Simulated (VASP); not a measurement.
Input of a VASP 6.6.1 run:

INCAR

```
SYSTEM = CO2
PREC = Accurate
ENCUT = 520
EDIFF = 1E-7
ISMEAR = -1
SIGMA = 0.02
LREAL = Auto
LASPH = .TRUE.
NELM = 100
ALGO = Normal
ISIF = 2
LWAVE = .FALSE.
LCHARG = .FALSE.
GGA = PE
IVDW = 12
NBANDS = 82
```

KPOINTS

```
regular mesh
0
G
  1 1 1
  0 0 0
```

POSCAR

```
CO2
1.0
    8.0824800000      0.0000000000      0.0000000000
    0.0000000000      8.0824800000      0.0000000000
    0.0000000000      0.0000000000      8.0824800000
C O
8 16
Direct
    0.2042937316      0.6123862973      0.8657986163
    0.0963194465      0.2875478813      0.4852223575
    0.6756837010      0.1209777197      1.0630895468
    0.6333947006      0.5738214014      0.2675045283
    0.6851733626      0.6368342390      0.8129559244
    0.2479437004      0.8427735052      0.3836075066
    0.7167602023      0.1398580634      0.4729488969
    0.2873994121      0.1596910849      0.1160039988
    0.1409839554      0.6724916115      0.7505122190
    0.2372167948      0.5444121111      0.9942492898
   -0.0062233374      0.3916743376      0.5256554919
    0.2014480704      0.1895581554      0.4790608823
    0.7190614762      0.1767526799      0.9384000950
    0.6092931872      0.0563069751      1.1777325771
    0.5943843969      0.4479813127      0.3222278311
    0.6787891835      0.7036330433      0.2124224248
    0.5686992111      0.7297265196      0.7893616811
    0.7671778959      0.5244182479      0.8623590779
    0.3928744643      0.8844562560      0.3971924459
    0.1070216072      0.7907968841      0.3455993705
    0.8360428977      0.1660134018      0.3943096673
    0.5997787808      0.0893785076      0.5520211618
    0.3943962744      0.2497624491      0.1379650800
    0.1810335442      0.0729602795      0.0801486672
```

Potentials or basis: VASP PAW PBE potentials, release 64 (C, O).

Run with:

```console
$ cat potpaw_PBE.64/C/POTCAR potpaw_PBE.64/O/POTCAR > POTCAR
$ mpirun -np 1 vasp_gam > vasp.out
```

Q: What does it give for the pressure?

A: -1.1 GPa.

Q: Predict the dispersion energy per atom.

A: -0.045 eV.

Q: Estimate the largest force.

A: 5.736 eV/Å.

Stress tensor (GPa, compression positive):
```
-2.94  0.96  0.62
 0.96  0.15  0.62
 0.62  0.62 -0.63
```

Caveat: the k points lie up to 0.78 Å⁻¹ apart; the atoms stand as in a frame of molecular dynamics.
